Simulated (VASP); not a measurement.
BeTe, 2 atoms in the cell. The structure is tetragonal, space group I-4m2 (No. 119). The conventional cell has a = 3.884 Å, b = 3.884 Å, c = 5.693 Å, α = 90.00°, β = 90.00°, γ = 90.00°. Within 3.2 Å of Be (site symmetry -4m2) lie 4 Te at 2.41 Å. Within 3.2 Å of Te (site symmetry -4m2) lie 4 Be at 2.41 Å.  This cell differs from its parent crystal: in-plane strain -0.02, then relaxed in part.

- Program: VASP 6.6.1
- Task: single point
- Functional: PBEsol
- Potentials or basis: VASP PAW PBE potentials, release 64 (Be, Te)
- Cutoff: 520 eV
- k mesh: 8 × 8 × 8
- Occupations: gaussian, width 0.01 eV
- Spin: no spin polarisation
- Dipole correction: no
- Further INCAR settings: ALGO = Normal; EDIFF = 1e-06; NBANDS = 11

Potentials or basis: VASP PAW PBE potentials, release 64 (Be, Te).

Run with:

```bash
$ cat potpaw_PBE.64/Be/POTCAR potpaw_PBE.64/Te/POTCAR > POTCAR
$ mpirun -np 1 vasp_std > vasp.out
```

Hardware: 1 thread of AMD EPYC 7R13 Processor (Zen 3), on a shared host.

Problem. How long does it take, and how much memory?

Solution. It took 42 s on 1 thread of AMD EPYC 7R13 Processor (Zen 3), on a shared host, peak memory 0.15 GiB. Counts: scf iterations 11, k points 59.
